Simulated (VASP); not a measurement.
Runs of VASP 6.6.1 on BN. The structure is that of space group P3m1 (No. 156), or close to it. The cells are those of the table. 

| cell | gap on the mesh (eV) | pressure (GPa) | largest force (eV/Å) |
| --- | --- | --- | --- |
| a = 2.555, b = 2.555, c = 18.674 Å, angles 90.0, 90.0, 60.0°, 12 atoms | none | -1.9 | 2.90 |
| a = 2.555, b = 2.555, c = 17.174 Å, angles 90.0, 90.0, 60.0°, 12 atoms | none | -2.1 | 2.87 |
| a = 2.555, b = 2.555, c = 14.174 Å, angles 90.0, 90.0, 60.0°, 12 atoms | 0.12 | -4.6 | 3.73 |
| a = 2.555, b = 2.555, c = 14.674 Å, angles 90.0, 90.0, 60.0°, 12 atoms | none | -3.5 | (c) |
| a = 2.555, b = 2.555, c = 15.674 Å, angles 90.0, 90.0, 60.0°, 12 atoms | none | -2.4 | 2.96 |
| a = 2.555, b = 2.555, c = 12.374 Å, angles 90.0, 90.0, 60.0°, 12 atoms | 4.89 | 16.3 | 12.20 |
| a = 2.555, b = 2.555, c = 13.674 Å, angles 90.0, 90.0, 60.0°, 12 atoms | (a) | -5.9 | (b) |
| a = 2.555, b = 2.555, c = 13.174 Å, angles 90.0, 90.0, 60.0°, 12 atoms | 3.83 | -6.0 | 1.98 |

Alike in all rows: task single point; level PBE; potentials or basis VASP PAW PBE potentials, release 64 (B, N); no spin polarisation; k mesh 10 × 10 × 2; cutoff (eV) 520; smearing gaussian 0.05 eV.

Task: Estimate the missing entries.

Result: (a) 1.30; (b) 3.10; (c) 3.63.

Caveats: forces of over 1 eV/Å act on the atoms, so gaps and moduli don't describe the material at rest.

A k mesh can miss the band edges.

A gap of «none» marks levels without a gap at the run's occupations.
